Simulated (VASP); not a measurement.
A run of VASP 6.6.1 is set up as follows.

INCAR

```
SYSTEM = Pd
PREC     = Accurate       ! precision mode
ENCUT    = 520            ! plane-wave cutoff, eV
EDIFF    = 1E-7           ! SCF threshold, eV
ISMEAR   = -1             ! smearing method
SIGMA    = 0.05           ! smearing width, eV
LREAL    = .False.        ! projectors in reciprocal space
LASPH    = .True.         ! aspherical terms in the spheres
NELM     = 150            ! most SCF steps
ALGO     = Normal         ! electronic algorithm
ISIF     = 2              ! what is computed and relaxed
LWAVE    = .False.        ! write WAVECAR
LCHARG   = .False.        ! write CHGCAR
LNONCOLLINEAR= .True.         ! non-collinear magnetism
MAGMOM   = 0 0 0          ! initial moments
LORBIT   = 11             ! projections on sites
LSORBIT  = .True.         ! spin-orbit coupling
GGA_COMPAT= .False.      
LORBMOM  = .True.       
LMAXMIX  = 4              ! l up to which the mixer works
NBANDS   = 21             ! bands
```

KPOINTS

```
Automatic mesh
0
Gamma
  12 12 12
  0 0 0
```

File POSCAR:

```
Pd
1.0
    0.0000000000      1.9593911042      1.9593911042
    1.9593911042      0.0000000000      1.9593911042
    1.9593911042      1.9593911042      0.0000000000
Pd
1
Direct
    0.0000000000      0.0000000000      0.0000000000
```

Potentials or basis: VASP PAW LDA potentials, release 64 (Pd).

Command:

```sh
$ cat potpaw_LDA.64/Pd/POTCAR > POTCAR
$ mpirun -np 1 vasp_ncl > vasp.out
```

Task: What does it give for the net moment?

Result: 0.00 μB per cell.

Task: Predict the pressure.

Result: -11.6 GPa.

Moments on the atoms (μB; x, y, z):
```
Pd  0.00 0.00 0.00
```
